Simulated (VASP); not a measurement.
# Al in VASP: further runs

Al is run at these levels: PBEsol; tasks: single point, relaxation of the atoms.

Program: VASP 6.6.1. These are calculated values, not measurements. Logs are shortened: lines on timing, memory, paths and dates and some standing lists are left out, and cuts for length are marked.

### Step 1. The cell of the first run

The cell holds a slab with vacuum, 5 atoms: a = 2.839 Å, b = 4.016 Å, c = 21.679 Å, α = 90.00°, β = 90.00°, γ = 90.00°.

### Step 2. Single point, PBEsol

INCAR

```
ALGO     = Normal         # electronic algorithm
DIPOL    = 0.5 0.5 0.500
EDIFF    = 1E-7           # SCF threshold, eV
ENCUT    = 520            # plane-wave cutoff, eV
GGA      = PS             # functional
IDIPOL   = 3            
ISIF     = 2              # what is computed and relaxed
ISMEAR   = -1             # smearing method
LASPH    = T              # aspherical terms in the spheres
LCHARG   = F              # write CHGCAR
LDIPOL   = T            
LREAL    = F              # projectors in reciprocal space
LWAVE    = F              # write WAVECAR
NBANDS   = 16             # bands
NELM     = 80             # most SCF steps
PREC     = Accurate       # precision mode
SIGMA    = 0.05           # smearing width, eV
```

KPOINTS

```
k-points
0
Gamma
  14 10 1
```

POSCAR

```
Al
1.0
    2.8394161666      0.0000000000      0.0000000000
    0.0000000000      4.0155408520      0.0000000000
    0.0000000000      0.0000000000     21.6788000000
Al
5
Direct
    0.0000000000      0.0000000000      0.3690233701
    0.5000000000      0.5000000000      0.4345116849
    0.0000000000      0.0000000000      0.5000000000
    0.5000000000      0.5000000000      0.5654883151
    0.0000000000      0.0000000000      0.6309766299
```

Potentials or basis: VASP PAW PBE potentials, release 64 (Al).

Launch:

```bash
$ cat potpaw_PBE.64/Al/POTCAR > POTCAR
$ mpirun -np 1 vasp_std > vasp.out
```

OUTCAR:

```text
EDIFF = 1E-7
   ENCUT = 520
   GGA = PS
   ISIF = 2
   ISMEAR = -1
   LASPH = T
   LREAL = F
   NELM = 80
   PREC = Accurate

 ion  position               nearest neighbor table
   1  0.000  0.000  0.369-   3 2.84   2 2.84   2 2.84   2 2.84   2 2.84
   2  0.500  0.500  0.435-   1 2.84   1 2.84   1 2.84   1 2.84   3 2.84   3 2.84   3 2.84   3 2.84
                             4 2.84
   3  0.000  0.000  0.500-   1 2.84   5 2.84   4 2.84   2 2.84   2 2.84   4 2.84   2 2.84   4 2.84
                             2 2.84   4 2.84
   4  0.500  0.500  0.565-   5 2.84   5 2.84   5 2.84   5 2.84   3 2.84   3 2.84   3 2.84   3 2.84
                             2 2.84
   5  0.000  0.000  0.631-   3 2.84   4 2.84   4 2.84   4 2.84   4 2.84

  LATTYP: Found a simple orthorhombic cell.
 ALAT       =     2.8394161666
 B/A-ratio  =     1.4142135624
 C/A-ratio  =     7.6349498376

  Lattice vectors:

 A1 = (   2.8394161666,   0.0000000000,   0.0000000000)
 A2 = (   0.0000000000,   4.0155408520,   0.0000000000)
 A3 = (   0.0000000000,   0.0000000000,  21.6788000000)

Analysis of symmetry for initial positions (statically):
=====================================================================
 Subroutine PRICEL returns:
 Original cell was already a primitive cell.

 Routine SETGRP: Setting up the symmetry group for a
 simple orthorhombic supercell.

 Subroutine GETGRP returns: Found  8 space group operations
 (whereof  8 operations were pure point group operations)
 out of a pool of  8 trial point group operations.

The static configuration has the point symmetry D_2h.

Analysis of symmetry for dynamics (positions and initial velocities):
=====================================================================
 Subroutine PRICEL returns:
 Original cell was already a primitive cell.

 Routine SETGRP: Setting up the symmetry group for a
 simple orthorhombic supercell.

 Subroutine GETGRP returns: Found  8 space group operations
 (whereof  8 operations were pure point group operations)
 out of a pool of  8 trial point group operations.

The dynamic configuration has the point symmetry D_2h.

 Subroutine INISYM returns: Found  8 space group operations
 (whereof  8 operations are pure point group operations),
 and found     1 'primitive' translations

----------------------------------------------------------------------------------------

                                     Primitive cell

  volume of cell :     247.1772

  direct lattice vectors                    reciprocal lattice vectors
     2.839416167  0.000000000  0.000000000     0.352185077  0.000000000  0.000000000
     0.000000000  4.015540852  0.000000000     0.000000000  0.249032456  0.000000000
     0.000000000  0.000000000 21.678800000     0.000000000  0.000000000  0.046128014

  length of vectors
     2.839416167  4.015540852 21.678800000     0.352185077  0.249032456  0.046128014

  position of ions in fractional coordinates (direct lattice)
     0.000000000  0.000000000  0.369023370
     0.500000000  0.500000000  0.434511685
     0.000000000  0.000000000  0.500000000
     0.500000000  0.500000000  0.565488315
     0.000000000  0.000000000  0.630976630

  ion indices of the primitive-cell ions
   primitive index   ion index
                 1           1
                 2           2
                 3           3
                 4           4
                 5           5

----------------------------------------------------------------------------------------

 KPOINTS: k-points

Automatic generation of k-mesh.
 Grid dimensions read from file:
 generate k-points for:   14   10    1

 Generating k-lattice:

  Cartesian coordinates                     Fractional coordinates (reciprocal lattice)
     0.025156077  0.000000000  0.000000000     0.071428571  0.000000000  0.000000000
     0.000000000  0.024903246  0.000000000     0.000000000  0.100000000  0.000000000
     0.000000000  0.000000000  0.046128014     0.000000000  0.000000000  1.000000000

  Length of vectors
     0.025156077  0.024903246  0.046128014

  Shift w.r.t. Gamma in fractional coordinates (k-lattice)
     0.000000000  0.000000000  0.000000000

 Subroutine IBZKPT returns following result:
 ===========================================

 Found     48 irreducible k-points:

 Following reciprocal coordinates:
            Coordinates               Weight
  0.000000  0.000000  0.000000      1.000000
  0.071429  0.000000  0.000000      2.000000
  0.142857  0.000000  0.000000      2.000000
  0.214286  0.000000  0.000000      2.000000
  0.285714  0.000000  0.000000      2.000000
  0.357143  0.000000  0.000000      2.000000
[... 16 lines left out ...]
  0.428571  0.200000  0.000000      4.000000
  0.500000  0.200000  0.000000      2.000000
 [... further k-points ...]
   k-points           NKPTS =     48   k-points in BZ     NKDIM =     48   number of bands    NBANDS=     16
   number of dos      NEDOS =    301   number of ions     NIONS =      5
   total plane-waves  NPLWV = 116640
   dimension x,y,z NGX =    24 NGY =   30 NGZ =  162
   dimension x,y,z NGXF=    48 NGYF=   60 NGZF=  324
   ions per type =               5
   NGX,Y,Z   is equivalent  to a cutoff of  14.05, 12.42, 12.42 a.u.
   NGXF,Y,Z  is equivalent  to a cutoff of  28.10, 24.84, 24.85 a.u.
 SYSTEM =  unknown system
   PREC   = accura    normal or accurate (medium, high low for compatibility)
   ISTART =      0    job   : 0-new  1-cont  2-samecut
   ICHARG =      2    charge: 1-file 2-atom 10-const
   ISPIN  =      1    spin polarized calculation?
   LNONCOLLINEAR =      F non collinear calculations
   LSORBIT =      F    spin-orbit coupling
   LASPH  =      T    aspherical Exc in radial PAW
   ENCUT  =  520.0 eV  38.22 Ry    6.18 a.u.   5.28  7.47 40.31*2*pi/ulx,y,z
   NELM   =     80;   NELMIN=  2; NELMDL= -5     # of ELM steps
   EDIFF  = 0.1E-06   stopping-criterion for ELM
   LREAL  =      F    real-space projection
   EDIFFG = 0.1E-05   stopping-criterion for IOM
   NSW    =      0    number of steps for IOM
   IBRION =     -1    ionic relax: 0-MD 1-quasi-New 2-CG
   NFREE  =      0    steps in history (QN), initial steepest desc. (CG)
   ISIF   =      2    stress and relaxation
   ISYM   =      2    0-nonsym 1-usesym 2-fastsym
   POTIM  = 0.5000    time-step for ionic-motion
   TEBEG  =    0.0;   TEEND  =   0.0 temperature during run
   PSTRESS=    0.0 pullay stress
   NELECT =      15.0000    total number of electrons
   NUPDOWN=      -1.0000    fix difference up-down
   EMIN   =  10.00;   EMAX   =-10.00  energy-range for DOS
   EFERMI =   0.00;   METHOD = LEGACY
   ISMEAR =    -1;   SIGMA  =   0.05  broadening in eV -4-tet -1-fermi 0-gaus
   EFERMI_NEDOS =   21; number of points for ismear=-14 and -15
   IALGO  =     38    algorithm
   IMIX   =      4    mixing-type and parameters
     AMIX     =   0.40;   BMIX     =  1.00
     AMIX_MAG =   1.60;   BMIX_MAG =  1.00
  volume/ion in A,a.u.               =      49.44       333.61
  Fermi-wavevector in a.u.,A,eV,Ry     =   0.643333  1.215723  5.631143  0.413877
  Thomas-Fermi vector in A             =   1.710298
   LORBIT       =      0    0 simple, 1 ext, 2 COOP (PROOUT), +10 PAW based schemes
   GGA     = PS    functional components
   LHFCALC =     F    Hartree Fock is set to
   AEXX    =    0.0000 exact exchange contribution
   IVDW    =     0    specifies the selected vdW correction
   LEPSILON=     F    determine dielectric tensor
   LRPA    =     F    only Hartree local field effects (RPA)
 non-spin polarized calculation
  energy-cutoff  :      520.00
  volume of cell :      247.18
 maximum number of plane-waves:      6698
 NGX is ok and might be reduce to    24
   NGX = 11   NGY = 15   NGZ = 81

 dipolmoment           0.000000      0.000000     -0.000000 electrons x Angstroem

 number of electron      15.0000000 magnetization

 dipolmoment           0.000000      0.000000      0.000000 electrons x Angstroem

 Free energy of the ion-electron system (eV)
  ---------------------------------------------------
  ext. energy  EPLUGINS =         0.00000000
  ---------------------------------------------------
  free energy    TOTEN  =       -18.85323616 eV

  energy without entropy =      -18.84254372  energy(sigma->0) =      -18.84788994

 E-fermi :   0.0910     XC(G=0):  -4.3510

 val. band max:        0.0625709947   @ k =   0.2143   0.0000   0.0000
 cond. band min:       0.1670922778   @ k =   0.0000   0.2000   0.0000
 fundamental gap:      0.1045212832
 Fermi energy:         0.0909573393

 k-point     1 :       0.0000    0.0000    0.0000
  band No.  band energies     occupation
      1     -10.6121      2.00000
      2      -8.8515      2.00000
      3      -6.2986      2.00000
      4      -3.4767      2.00000
      5      -2.3624      2.00000
      6      -0.9385      2.00000
[... 8 lines left out ...]
     15       4.7451      0.00000
     16       4.8612      0.00000

 k-point     2 :       0.0714    0.0000    0.0000
  band No.  band energies     occupation
      1     -10.5188      2.00000
      2      -8.7589      2.00000
      3      -6.2070      2.00000
      4      -3.3872      2.00000
      5      -2.2769      2.00000
      6      -0.8544      2.00000
[... 8 lines left out ...]
     15       4.4579      0.00000
     16       4.9468      0.00000

 k-point     3 :       0.1429    0.0000    0.0000
  band No.  band energies     occupation
      1     -10.2392      2.00000
      2      -8.4816      2.00000
      3      -5.9328      2.00000
      4      -3.1199      2.00000
      5      -2.0206      2.00000
      6      -0.6197      2.00000
[... 8 lines left out ...]
     15       4.2857      0.00000
     16       4.7696      0.00000
[... 362 lines left out ...]
 k-point    23 :       0.4286    0.2000    0.0000
  band No.  band energies     occupation
      1      -6.9379      2.00000
      2      -5.2262      2.00000
      3      -4.4329      2.00000
      4      -2.7604      2.00000
      5      -2.7330      2.00000
      6      -1.6214      2.00000
[... 8 lines left out ...]
     15       4.6493      0.00000
     16       5.1126      0.00000

 k-point    24 :       0.5000    0.2000    0.0000
  band No.  band energies     occupation
      1      -5.8082      2.00000
      2      -5.7202      2.00000
      3      -4.2639      2.00000
      4      -3.8341      2.00000
      5      -1.9317      2.00000
      6      -1.1851      2.00000
[... 8 lines left out ...]
     15       4.6141      0.00000
     16       4.8747      0.00000

 [... further k-points ...]

------------------------ aborting loop because EDIFF is reached ----------------------------------------

 vacuum level on the upper side and lower side of the slab       (xc-potential included)        -0.078        -0.078

  FORCE on cell =-STRESS in cart. coord.  units (eV):
  Direction    XX          YY          ZZ          XY          YZ          ZX
  --------------------------------------------------------------------------------------
  -------------------------------------------------------------------------------------
  Total       -1.9591439     -1.3443899     -1.1893132     -0.0000000      0.0000000      0.0000000
  in kB      -12.6989722     -8.7141990     -7.7090075     -0.0000000      0.0000000      0.0000000
  external PRESSURE =      -9.7073929 kB  Pullay stress =       0.0000000 kB

 VOLUME and BASIS-vectors are now :
 -----------------------------------------------------------------------------
  energy-cutoff  :      520.00
  volume of cell :      247.18
      direct lattice vectors                 reciprocal lattice vectors
     2.839416167  0.000000000  0.000000000     0.352185077  0.000000000  0.000000000
     0.000000000  4.015540852  0.000000000     0.000000000  0.249032456  0.000000000
     0.000000000  0.000000000 21.678800000     0.000000000  0.000000000  0.046128014

 POSITION                                       TOTAL-FORCE (eV/Angst)
 -----------------------------------------------------------------------------------
      0.00000      0.00000      7.99998         0.000000      0.000000      0.237409
      1.41971      2.00777      9.41969         0.000000      0.000000     -0.057239
      0.00000      0.00000     10.83940         0.000000      0.000000      0.000000
      1.41971      2.00777     12.25911         0.000000      0.000000      0.057239
      0.00000      0.00000     13.67882        -0.000000      0.000000     -0.237409
 -----------------------------------------------------------------------------------
    total drift:                               -0.000000      0.000000      0.000000

  FREE ENERGIE OF THE ION-ELECTRON SYSTEM (eV)
  ---------------------------------------------------
  free  energy   TOTEN  =       -18.8532361599 eV

  energy  without entropy=      -18.8425437151  energy(sigma->0) =      -18.84788994

 vacuum level on the upper side and lower side of the slab         4.006         4.006
```

It took 1.9 min on 1 thread of AMD EPYC 9R45 (Zen 5), shared host; peak memory 0.36 GiB.

Results:

```
Free energy            : -18.8532 eV
Largest force          : 0.237 eV/Å
Band gap on the k mesh : zero (an odd number of electrons rules out a gap without spin polarisation)
```

Forces on the atoms (eV/Å):
```
Al   0.000  0.000  0.237
Al   0.000  0.000 -0.057
Al   0.000  0.000  0.000
Al   0.000  0.000  0.057
Al   0.000  0.000 -0.237
```

Levels at points of the mesh, in eV from the Fermi level:
| k point | band 4 | band 5 | band 6 | band 7 | band 8 | band 9 | band 10 | band 11 |
| --- | --- | --- | --- | --- | --- | --- | --- | --- |
| (0.00, 0.00, 0.00) | -3.57 | -2.45 | -1.03 | -0.88 | -0.80 | 0.77 | 1.72 | 1.94 |
| (0.50, 0.00, 0.00) | -4.26 | -2.31 | -1.57 | 0.52 | 1.27 | 1.70 | 1.79 | 3.10 |
| (0.00, 0.50, 0.00) | -6.36 | -4.67 | -3.59 | -2.15 | -0.14 | 0.70 | 2.79 | 3.62 |
| (0.50, 0.50, 0.00) | -3.71 | -2.67 | -2.61 | -2.48 | -1.31 | -0.82 | 0.39 | 0.68 |

Caveat: the PAW data sets were made with another functional, which shifts forces and pressure a little.

### Step 3. Single point, PBEsol

INCAR

```
SYSTEM = Al
ALGO = Normal
DIPOL = 0.5 0.5 0.500
EDIFF = 1E-6
ENCUT = 520
GGA = PS
IDIPOL = 3
ISIF = 2
ISMEAR = -1
LASPH = .TRUE.
LCHARG = .FALSE.
LDIPOL = .TRUE.
LREAL = .FALSE.
LWAVE = .FALSE.
NBANDS = 16
NELM = 80
PREC = Accurate
SIGMA = 0.05
```

KPOINTS

```
k-points
0
G
  14 10 1
  0 0 0
```

POSCAR

```
Al
1.0
    2.8394161666      0.0000000000      0.0000000000
    0.0000000000      4.0155408520      0.0000000000
    0.0000000000      0.0000000000     21.6788000000
Al
5
Direct
    0.0000000000      0.0000000000      0.3726219598
    0.5000000000      0.5000000000      0.4346497442
    0.0000000000      0.0000000000      0.4999999991
    0.5000000000      0.5000000000      0.5653502572
    0.0000000000      0.0000000000      0.6273780397
```

Potentials or basis: VASP PAW PBE potentials, release 64 (Al).

Launch:

```bash
$ cat potpaw_PBE.64/Al/POTCAR > POTCAR
$ mpirun -np 1 vasp_std > vasp.out
```

It took 1.8 min on 1 thread of AMD EPYC 9R45 (Zen 5), shared host; peak memory 0.36 GiB.

The run converged. Its results:

```yaml
Free_energy: -18.8711 eV
Largest_force: 0.014 eV/Å
Band_gap_on_the_k_mesh: zero (an odd number of electrons rules out a gap without spin polarisation)
```

Forces in eV/Å, atoms in the order of the input:
```
Al   0.000  0.000 -0.014
Al   0.000  0.000 -0.009
Al   0.000  0.000  0.000
Al   0.000  0.000  0.009
Al   0.000  0.000  0.014
```

Levels at points of the mesh, in eV from the Fermi level:
```csv
k point,band 3,band 4,band 5,band 6,band 7,band 8,band 9,band 10,band 11,band 12
"(0.00, 0.00, 0.00)",-6.33,-3.45,-2.57,-1.11,-0.94,-0.74,0.67,1.75,2.14,3.43
"(0.50, 0.00, 0.00)",-4.83,-4.36,-2.28,-1.50,0.62,1.41,1.56,1.69,3.04,3.12
"(0.00, 0.50, 0.00)",-7.14,-6.45,-4.58,-3.59,-2.06,-0.03,0.87,2.97,3.84,5.03
"(0.50, 0.50, 0.00)",-4.15,-3.76,-2.79,-2.75,-2.59,-1.38,-0.75,0.49,0.66,0.82
```

Caveat: the PAW data sets were made with another functional, which shifts forces and pressure a little.

### Step 4. Single point, PBEsol

INCAR

```
PREC = Accurate
ENCUT = 520
EDIFF = 1E-6
ISMEAR = -1
SIGMA = 0.05
LREAL = False
LASPH = True
NELM = 100
ALGO = Normal
ISIF = 2
LWAVE = False
LCHARG = False
LDIPOL = True
IDIPOL = 3
DIPOL = 0.5 0.5 0.500
GGA = PS
NBANDS = 16
```

KPOINTS

```
Automatic mesh
0
Gamma
  14 10 1
```

POSCAR is that of step 3.

Launch:

```bash
$ cat potpaw_PBE.64/Al/POTCAR > POTCAR
$ mpirun -np 1 vasp_std > vasp.out
```

It took 1.8 min on 1 thread of AMD EPYC 9R45 (Zen 5), shared host; peak memory 0.36 GiB.

It converged, with:

```yaml
Free_energy: -18.8711 eV
Largest_force: 0.014 eV/Å
Band_gap_on_the_k_mesh: zero (an odd number of electrons rules out a gap without spin polarisation)
```

Forces in eV/Å, atoms in the order of the input:
```
Al   0.000  0.000 -0.014
Al   0.000  0.000 -0.009
Al   0.000  0.000  0.000
Al   0.000  0.000  0.009
Al   0.000  0.000  0.014
```

Levels at points of the mesh, in eV from the Fermi level:
```
           k point  band 3  band 4  band 5  band 6  band 7  band 8  band 9  band 10  band 11  band 12
(0.00, 0.00, 0.00)   -6.33   -3.45   -2.57   -1.11   -0.94   -0.74    0.67     1.75     2.14     3.43
(0.50, 0.00, 0.00)   -4.83   -4.36   -2.28   -1.50    0.62    1.41    1.56     1.69     3.04     3.12
(0.00, 0.50, 0.00)   -7.14   -6.45   -4.58   -3.59   -2.06   -0.03    0.87     2.97     3.84     5.03
(0.50, 0.50, 0.00)   -4.15   -3.76   -2.79   -2.75   -2.59   -1.38   -0.75     0.49     0.66     0.82
```

Caveat: the PAW data sets were made with another functional, which shifts forces and pressure a little.

### Step 5. Single point, PBEsol

INCAR

```
PREC = Accurate
ENCUT = 520
EDIFF = 1E-6
ISMEAR = -1
SIGMA = 0.05
LREAL = F
LASPH = T
NELM = 60
ALGO = Normal
ISIF = 2
LWAVE = F
LCHARG = F
LDIPOL = T
IDIPOL = 3
DIPOL = 0.5 0.5 0.500
GGA = PS
NBANDS = 16
EFIELD = -0.1
```

KPOINTS

```
regular mesh
0
Gamma
  14 10 1
```

POSCAR is that of step 4.

Launch:

```bash
$ cat potpaw_PBE.64/Al/POTCAR > POTCAR
$ mpirun -np 1 vasp_std > vasp.out
```

Run time: 2.6 min. Hardware: 1 thread of AMD EPYC 9R45 (Zen 5), shared host; peak memory 0.36 GiB.

It converged, with:

- Free energy: -18.8738 eV
- Largest force: 0.015 eV/Å
- Band gap on the k mesh: zero (an odd number of electrons rules out a gap without spin polarisation)

Forces on the atoms (eV/Å):
```
Al   0.000  0.000 -0.013
Al   0.000  0.000 -0.009
Al   0.000  0.000 -0.002
Al   0.000  0.000  0.009
Al   0.000  0.000  0.015
```

Levels at points of the mesh, in eV from the Fermi level:
```tsv
k point	band 5	band 6	band 7	band 8	band 9	band 10
(0.00, 0.00, 0.00)	-2.57	-1.11	-0.94	-0.74	0.67	1.75
(0.50, 0.00, 0.00)	-2.28	-1.50	0.62	1.41	1.56	1.69
(0.00, 0.50, 0.00)	-4.58	-3.59	-2.06	-0.03	0.87	2.97
(0.50, 0.50, 0.00)	-2.79	-2.75	-2.59	-1.38	-0.75	0.49
```

Caveat: the PAW data sets were made with another functional, which shifts forces and pressure a little.

[end of part 1 of 2]

The gap in the log of VASP goes by the Fermi energy; the results here count the filled bands.